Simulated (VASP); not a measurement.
**KNd2Sb3: single point with PBE**

Crystal: KNd2Sb3.

```xyz
6
Lattice="5.4180 0.0000 0.0000 -2.7090 4.6921 0.0000 0.0000 0.0000 7.1299" Properties=species:S:1:pos:R:3 pbc="T T T"
K     0.0000    0.0000    0.0000
Nd    2.7090    1.5640    1.9186
Nd    2.7090    1.5640    5.2113
Sb    0.0000    0.0000    3.5650
Sb    0.0000    3.1281    0.0000
Sb    0.0000    3.1281    3.5650
```

The cell was built from a structure type or drawn by symmetry, and may not be a known phase.

```
Program             : VASP 6.6.1
Task                : single point
Functional          : PBE
Potentials or basis : VASP PAW PBE potentials, release 64 (K_sv, Nd_3, Sb), 4f in core
Cutoff              : 500 eV
k mesh              : 4 × 4 × 2
Occupations         : gaussian, width 0.2 eV
Spin                : no spin polarisation
```

```json
{
 "Pressure": "0.2 GPa",
 "Largest force": "0.028 eV/Å",
 "Band gap on the k mesh": "zero (bands 23 and 24 overlap by 0.84 eV)"
}
```

Forces on the atoms (eV/Å):
```
K    0.000  0.000  0.000
Nd   0.000  0.000  0.028
Nd   0.000  0.000 -0.028
Sb   0.000  0.000  0.000
Sb   0.000  0.000  0.000
Sb   0.000  0.000  0.000
```

Stress tensor (GPa, compression positive):
```
 0.39  0.00  0.00
 0.00  0.39  0.00
 0.00  0.00 -0.20
```

Levels at points of the mesh, in eV from the Fermi level:
```tsv
k point	band 19	band 20	band 21	band 22	band 23	band 24	band 25	band 26	band 27	band 28
(0.00, 0.00, 0.00)	-1.81	-1.81	-0.98	-0.86	-0.86	-0.30	0.52	0.52	1.86	2.27
(0.50, 0.00, 0.00)	-1.87	-1.75	-1.67	-0.37	0.34	0.85	1.42	1.51	1.81	1.88
(0.00, 0.00, 0.50)	-1.88	-1.88	-1.37	-1.16	-1.16	0.22	0.96	0.96	1.08	1.32
(0.50, 0.00, 0.50)	-1.74	-1.52	-1.38	-1.23	0.33	0.92	1.30	1.35	1.45	1.62
```

Run time: 44 s on 1 thread of Intel(R) Xeon(R) 6975P-C (Granite Rapids) (shared host), peak memory 0.29 GiB.

Caveat: the k points lie up to 0.44 Å⁻¹ apart, too coarse for converged energies and pressures of a metal; spin-orbit coupling is left out, which moves the levels of the heavy elements; the 4f electrons are frozen in the core, so they carry no moment and show no levels. Spin polarisation is off, so any magnetic state and its effect on volume and gap are missing.
